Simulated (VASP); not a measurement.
# BaO (Fm-3m) in VASP: a series of runs

The runs below take BaO through single point, with PBE.

Program: VASP 6.6.1. These are calculated values, not measurements. Logs are shortened: lines on timing, memory, paths and dates and some standing lists are left out, and cuts for length are marked.

### 1 The cell of the first run

Symmetry: Fm-3m, No. 225, cubic system. Conventional cell: a = 5.518 Å, b = 5.518 Å, c = 5.518 Å, α = 90.00°, β = 90.00°, γ = 90.00°. Within 3.6 Å of Ba (site symmetry m-3m) lie 6 O at 2.76 Å. Within 3.6 Å of O (site symmetry m-3m) lie 6 Ba at 2.76 Å.

### 2 Single point, PBE (21.00 Å³/atom)

File INCAR:

```
  PREC = Accurate
  ENCUT = 600
  EDIFF = 1E-6
  ISMEAR = -1
  SIGMA = 0.02
  LREAL = False
  LASPH = True
  NELM = 120
  ALGO = Normal
  ISIF = 2
  LWAVE = False
  LCHARG = False
  GGA = PE
  NBANDS = 15
  GGA_COMPAT = False
```

File KPOINTS:

```
Automatic mesh
0
Gamma
  8 8 8
```

File POSCAR:

```
BaO
1.0
    0.0000000000      2.7591362797      2.7591362797
    2.7591362797      0.0000000000      2.7591362797
    2.7591362797      2.7591362797      0.0000000000
Ba O
1 1
Direct
    0.0000000000      0.0000000000      0.0000000000
    0.5000000000      0.5000000000      0.5000000000
```

Potentials or basis: VASP PAW PBE potentials, release 64 (Ba_sv, O).

Command:

```bash
cat potpaw_PBE.64/Ba_sv/POTCAR potpaw_PBE.64/O/POTCAR > POTCAR
mpirun -np 1 vasp_std > vasp.out
```

OUTCAR:

```text
PREC = Accurate
   ENCUT = 600
   EDIFF = 1E-6
   ISMEAR = -1
   LREAL = False
   LASPH = True
   NELM = 120
   ISIF = 2
   GGA = PE

 ion  position               nearest neighbor table
   1  0.000  0.000  0.000-   2 2.76   2 2.76   2 2.76   2 2.76   2 2.76   2 2.76
   2  0.500  0.500  0.500-   1 2.76   1 2.76   1 2.76   1 2.76   1 2.76   1 2.76

  LATTYP: Found a face centered cubic cell.
 ALAT       =     5.5182725594

  Lattice vectors:

 A1 = (   0.0000000000,   2.7591362797,   2.7591362797)
 A2 = (   2.7591362797,   0.0000000000,   2.7591362797)
 A3 = (   2.7591362797,   2.7591362797,   0.0000000000)

Analysis of symmetry for initial positions (statically):
=====================================================================
 Subroutine PRICEL returns:
 Original cell was already a primitive cell.

 Routine SETGRP: Setting up the symmetry group for a
 face centered cubic supercell.

 Subroutine GETGRP returns: Found 48 space group operations
 (whereof 48 operations were pure point group operations)
 out of a pool of 48 trial point group operations.

The static configuration has the point symmetry O_h .

Analysis of symmetry for dynamics (positions and initial velocities):
=====================================================================
 Subroutine PRICEL returns:
 Original cell was already a primitive cell.

 Routine SETGRP: Setting up the symmetry group for a
 face centered cubic supercell.

 Subroutine GETGRP returns: Found 48 space group operations
 (whereof 48 operations were pure point group operations)
 out of a pool of 48 trial point group operations.

The dynamic configuration has the point symmetry O_h .

 Subroutine INISYM returns: Found 48 space group operations
 (whereof 48 operations are pure point group operations),
 and found     1 'primitive' translations

----------------------------------------------------------------------------------------

                                     Primitive cell

  volume of cell :      42.0097

  direct lattice vectors                    reciprocal lattice vectors
     0.000000000  2.759136280  2.759136280    -0.181216130  0.181216130  0.181216130
     2.759136280  0.000000000  2.759136280     0.181216130 -0.181216130  0.181216130
     2.759136280  2.759136280  0.000000000     0.181216130  0.181216130 -0.181216130

  length of vectors
     3.902007947  3.902007947  3.902007947     0.313875545  0.313875545  0.313875545

  position of ions in fractional coordinates (direct lattice)
     0.000000000  0.000000000  0.000000000
     0.500000000  0.500000000  0.500000000

  ion indices of the primitive-cell ions
   primitive index   ion index
                 1           1
                 2           2

----------------------------------------------------------------------------------------

 KPOINTS: Automatic mesh

Automatic generation of k-mesh.
 Grid dimensions read from file:
 generate k-points for:    8    8    8

 Generating k-lattice:

  Cartesian coordinates                     Fractional coordinates (reciprocal lattice)
    -0.022652016  0.022652016  0.022652016     0.125000000  0.000000000  0.000000000
     0.022652016 -0.022652016  0.022652016     0.000000000  0.125000000  0.000000000
     0.022652016  0.022652016 -0.022652016     0.000000000  0.000000000  0.125000000

  Length of vectors
     0.039234443  0.039234443  0.039234443

  Shift w.r.t. Gamma in fractional coordinates (k-lattice)
     0.000000000  0.000000000  0.000000000

 Subroutine IBZKPT returns following result:
 ===========================================

 Found     29 irreducible k-points:

 Following reciprocal coordinates:
            Coordinates               Weight
  0.000000  0.000000  0.000000      1.000000
  0.125000  0.000000  0.000000      8.000000
  0.250000  0.000000  0.000000      8.000000
  0.375000  0.000000  0.000000      8.000000
  0.500000  0.000000  0.000000      4.000000
  0.125000  0.125000  0.000000      6.000000
[... 16 lines left out ...]
  0.500000  0.250000  0.125000     48.000000
 -0.375000  0.250000  0.125000     24.000000
 [... further k-points ...]
   k-points           NKPTS =     29   k-points in BZ     NKDIM =     29   number of bands    NBANDS=     15
   number of dos      NEDOS =    301   number of ions     NIONS =      2
   total plane-waves  NPLWV =  32768
   dimension x,y,z NGX =    32 NGY =   32 NGZ =   32
   dimension x,y,z NGXF=    64 NGYF=   64 NGZF=   64
   ions per type =               1   1
   NGX,Y,Z   is equivalent  to a cutoff of  13.63, 13.63, 13.63 a.u.
   NGXF,Y,Z  is equivalent  to a cutoff of  27.27, 27.27, 27.27 a.u.
 SYSTEM =  unknown system
   PREC   = accura    normal or accurate (medium, high low for compatibility)
   ISTART =      0    job   : 0-new  1-cont  2-samecut
   ICHARG =      2    charge: 1-file 2-atom 10-const
   ISPIN  =      1    spin polarized calculation?
   LNONCOLLINEAR =      F non collinear calculations
   LSORBIT =      F    spin-orbit coupling
   LASPH  =      T    aspherical Exc in radial PAW
   ENCUT  =  600.0 eV  44.10 Ry    6.64 a.u.   7.79  7.79  7.79*2*pi/ulx,y,z
   NELM   =    120;   NELMIN=  2; NELMDL= -5     # of ELM steps
   EDIFF  = 0.1E-05   stopping-criterion for ELM
   LREAL  =      F    real-space projection
   EDIFFG = 0.1E-04   stopping-criterion for IOM
   NSW    =      0    number of steps for IOM
   IBRION =     -1    ionic relax: 0-MD 1-quasi-New 2-CG
   NFREE  =      0    steps in history (QN), initial steepest desc. (CG)
   ISIF   =      2    stress and relaxation
   ISYM   =      2    0-nonsym 1-usesym 2-fastsym
   POTIM  = 0.5000    time-step for ionic-motion
   TEBEG  =    0.0;   TEEND  =   0.0 temperature during run
   PSTRESS=    0.0 pullay stress
   NELECT =      16.0000    total number of electrons
   NUPDOWN=      -1.0000    fix difference up-down
   EMIN   =  10.00;   EMAX   =-10.00  energy-range for DOS
   EFERMI =   0.00;   METHOD = LEGACY
   ISMEAR =    -1;   SIGMA  =   0.02  broadening in eV -4-tet -1-fermi 0-gaus
   EFERMI_NEDOS =   21; number of points for ismear=-14 and -15
   IALGO  =     38    algorithm
   IMIX   =      4    mixing-type and parameters
     AMIX     =   0.40;   BMIX     =  1.00
     AMIX_MAG =   1.60;   BMIX_MAG =  1.00
  volume/ion in A,a.u.               =      21.00       141.75
  Fermi-wavevector in a.u.,A,eV,Ry     =   1.186675  2.242490 19.159680  1.408197
  Thomas-Fermi vector in A             =   2.322842
   LORBIT       =      0    0 simple, 1 ext, 2 COOP (PROOUT), +10 PAW based schemes
   GGA     = PE    functional components
   LHFCALC =     F    Hartree Fock is set to
   AEXX    =    0.0000 exact exchange contribution
   IVDW    =     0    specifies the selected vdW correction
   LEPSILON=     F    determine dielectric tensor
   LRPA    =     F    only Hartree local field effects (RPA)
 non-spin polarized calculation
  energy-cutoff  :      600.00
  volume of cell :       42.01
 maximum number of plane-waves:      1424
   NGX = 15   NGY = 15   NGZ = 15

 number of electron      15.9999998 magnetization

 Free energy of the ion-electron system (eV)
  ---------------------------------------------------
  ext. energy  EPLUGINS =         0.00000000
  ---------------------------------------------------
  free energy    TOTEN  =       -11.78389710 eV

  energy without entropy =      -11.78389710  energy(sigma->0) =      -11.78389710

 E-fermi :   2.4663     XC(G=0):  -9.6717

 val. band max:        1.9563632102   @ k =   0.5000   0.5000   0.0000
 cond. band min:       3.8924323775   @ k =   0.5000   0.5000   0.0000
 fundamental gap:      1.9360691674
 Fermi energy:         2.4662754789

 k-point     1 :       0.0000    0.0000    0.0000
  band No.  band energies     occupation
      1     -23.9587      2.00000
      2     -13.0960      2.00000
      3      -8.4484      2.00000
      4      -8.4484      2.00000
      5      -8.4484      2.00000
      6       1.5838      2.00000
      7       1.5838      2.00000
      8       1.5838      2.00000
      9       5.5487      0.00000
     10       6.6312      0.00000
     11       6.6312      0.00000
     12       6.6312      0.00000
     13       8.9257      0.00000
     14       8.9257      0.00000
     15      11.9367      0.00000

 k-point     2 :       0.1250    0.0000    0.0000
  band No.  band energies     occupation
      1     -23.9208      2.00000
      2     -13.2062      2.00000
      3      -8.4851      2.00000
      4      -8.4671      2.00000
      5      -8.4671      2.00000
      6       1.2461      2.00000
      7       1.3795      2.00000
      8       1.3795      2.00000
      9       6.1805      0.00000
     10       6.5237      0.00000
     11       6.9246      0.00000
     12       6.9246      0.00000
     13       9.3317      0.00000
     14       9.3317      0.00000
     15      12.9032      0.00000

 k-point     3 :       0.2500    0.0000    0.0000
  band No.  band energies     occupation
      1     -23.8271      2.00000
      2     -13.4730      2.00000
      3      -8.5670      2.00000
      4      -8.5111      2.00000
      5      -8.5111      2.00000
      6       0.6128      2.00000
      7       0.9447      2.00000
      8       0.9447      2.00000
      9       6.4157      0.00000
     10       7.7182      0.00000
     11       7.7182      0.00000
     12       7.7991      0.00000
     13      10.3374      0.00000
     14      10.3374      0.00000
     15      14.9932      0.00000
[... 343 lines left out ...]
 k-point    23 :       0.5000    0.2500    0.1250
  band No.  band energies     occupation
      1     -23.6828      2.00000
      2     -13.6313      2.00000
      3      -9.0728      2.00000
      4      -8.9367      2.00000
      5      -8.5696      2.00000
      6       0.4821      2.00000
      7       0.7369      2.00000
      8       1.3774      2.00000
      9       6.0800      0.00000
     10       7.9739      0.00000
     11       9.3614      0.00000
     12       9.4981      0.00000
     13      11.5286      0.00000
     14      13.0077      0.00000
     15      14.8293      0.00000

 k-point    24 :      -0.3750    0.2500    0.1250
  band No.  band energies     occupation
      1     -23.6504      2.00000
      2     -13.6816      2.00000
      3      -9.0913      2.00000
      4      -9.0904      2.00000
      5      -8.5604      2.00000
      6       0.3751      2.00000
      7       0.9991      2.00000
      8       1.0625      2.00000
      9       6.8113      0.00000
     10       7.4234      0.00000
     11       9.8521      0.00000
     12       9.8665      0.00000
     13      12.0954      0.00000
     14      13.8008      0.00000
     15      14.1791      0.00000

 [... further k-points ...]

------------------------ aborting loop because EDIFF is reached ----------------------------------------

  FORCE on cell =-STRESS in cart. coord.  units (eV):
  Direction    XX          YY          ZZ          XY          YZ          ZX
  --------------------------------------------------------------------------------------
  -------------------------------------------------------------------------------------
  Total        1.0307185      1.0307185      1.0307185      0.0000000      0.0000000     -0.0000000
  in kB       39.3098348     39.3098348     39.3098348      0.0000000      0.0000000     -0.0000000
  external PRESSURE =      39.3098348 kB  Pullay stress =       0.0000000 kB

 VOLUME and BASIS-vectors are now :
 -----------------------------------------------------------------------------
  energy-cutoff  :      600.00
  volume of cell :       42.01
      direct lattice vectors                 reciprocal lattice vectors
     0.000000000  2.759136280  2.759136280    -0.181216130  0.181216130  0.181216130
     2.759136280  0.000000000  2.759136280     0.181216130 -0.181216130  0.181216130
     2.759136280  2.759136280  0.000000000     0.181216130  0.181216130 -0.181216130

 POSITION                                       TOTAL-FORCE (eV/Angst)
 -----------------------------------------------------------------------------------
      0.00000      0.00000      0.00000         0.000000     -0.000000     -0.000000
      2.75914      2.75914      2.75914         0.000000      0.000000      0.000000
 -----------------------------------------------------------------------------------
    total drift:                                0.000000     -0.000000      0.000000

  FREE ENERGIE OF THE ION-ELECTRON SYSTEM (eV)
  ---------------------------------------------------
  free  energy   TOTEN  =       -11.7838970965 eV

  energy  without entropy=      -11.7838970965  energy(sigma->0) =      -11.78389710
```

Run time: 34 s. Hardware: 1 thread of AMD EPYC 7R13, shared host; peak memory 0.16 GiB.

Results:

```
Free energy            : -11.7839 eV
Pressure               : 3.9 GPa
Band gap on the k mesh : 1.94 eV
```

Caveat: the cell stands under pressure; spin-orbit coupling is left out, which moves the levels of the heavy elements. A k mesh can miss the band edges.

### 3 Single point, PBE (20.59 Å³/atom)

This run uses another cell than the first one, of 20.59 Å³/atom.

File INCAR:

```
  ALGO = Normal
  EDIFF = 1E-6
  ENCUT = 600
  GGA = PE
  GGA_COMPAT = False
  ISIF = 2
  ISMEAR = -1
  LASPH = True
  LCHARG = False
  LREAL = False
  LWAVE = False
  NBANDS = 15
  NELM = 120
  PREC = Accurate
  SIGMA = 0.02
```

File KPOINTS:

```
k-points
0
Gamma
  8 8 8
```

File POSCAR:

```
BaO
1.0
    0.0000000000      2.7408026069      2.7408026069
    2.7408026069      0.0000000000      2.7408026069
    2.7408026069      2.7408026069      0.0000000000
Ba O
1 1
Direct
    0.0000000000      0.0000000000      0.0000000000
    0.5000000000      0.5000000000      0.5000000000
```

Potentials or basis: VASP PAW PBE potentials, release 64 (Ba_sv, O).

Command:

```bash
cat potpaw_PBE.64/Ba_sv/POTCAR potpaw_PBE.64/O/POTCAR > POTCAR
mpirun -np 1 vasp_std > vasp.out
```

Run time: 32 s. Hardware: 1 thread of AMD EPYC 7R13, shared host; peak memory 0.16 GiB.

It converged, with:

| Item | Value |
| --- | --- |
| Free energy | -11.7581 eV |
| Pressure | 5.7 GPa |
| Band gap on the k mesh | 1.86 eV |

Levels at points of the mesh, in eV from the valence-band top:
```tsv
k point	band 4	band 5	band 6	band 7	band 8	band 9	band 10	band 11	band 12	band 13
(0.00, 0.00, 0.00)	-10.37	-10.37	-0.43	-0.43	-0.43	3.68	4.66	4.66	4.66	7.00
(0.50, 0.00, 0.00)	-10.50	-10.50	-2.13	-1.63	-1.63	4.95	7.24	7.24	8.35	10.72
(0.50, 0.50, 0.00)	-11.01	-11.01	-0.21	-0.21	0.00	1.86	6.09	9.02	9.59	9.91
```

Caveat: the cell stands under pressure; spin-orbit coupling is left out, which moves the levels of the heavy elements. A k mesh can miss the band edges.
